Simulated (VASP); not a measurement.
A run of VASP 6.6.1:

POSCAR

```
Ge
1.0
    3.9163303013      0.0000000000      0.0000000000
   -1.9581651507      3.3916415306      0.0000000000
    0.0000000000      0.0000000000      6.4671435384
Ge
4
Direct
    0.6666666667      0.3333333333      0.0631731684
    0.3333333333      0.6666666667      0.5631731684
    0.6666666667      0.3333333333      0.4368268316
    0.3333333333      0.6666666667      0.9368268316
```

File INCAR.step1:

```
SYSTEM = Ge
PREC = Accurate
ENCUT = 520
ISMEAR = -1
SIGMA = 0.1
LREAL = .False.
LASPH = .True.
NELM = 80
NBANDS = 36
GGA = PE
ALGO = Normal
EDIFF = 1E-4
LWAVE = .True.
LCHARG = .False.
```

INCAR.step2

```
SYSTEM = Ge
PREC = Accurate
ENCUT = 520
EDIFF = 1E-7
ISMEAR = -1
SIGMA = 0.1
LREAL = .False.
LASPH = .True.
NELM = 80
ALGO = Normal
ISIF = 2
LWAVE = .False.
LCHARG = .False.
METAGGA = R2SCAN
LMIXTAU = .True.
NBANDS = 36
ISTART = 1
```

File KPOINTS:

```
Automatic mesh
0
Gamma
  6 6 3
  0 0 0
```

Potentials or basis: VASP PAW PBE potentials, release 64 (Ge_d).

Launch:

```bash
$ cat potpaw_PBE.64/Ge_d/POTCAR > POTCAR
$ cp INCAR.step1 INCAR
$ mpirun -np 1 vasp_std > vasp.out
$ cp INCAR.step2 INCAR
$ mpirun -np 1 vasp_std > vasp.out
```

Hardware: 1 thread of Intel(R) Xeon(R) Platinum 8124M CPU @ 3.00GHz (Skylake/Cascade Lake), on a shared host.

**Question.** Estimate the wall time of this run.

**Answer.** Run time: 2.7 min on 1 thread of Intel(R) Xeon(R) Platinum 8124M CPU @ 3.00GHz (Skylake/Cascade Lake), on a shared host, peak memory 0.21 GiB. Counts: k points 14.
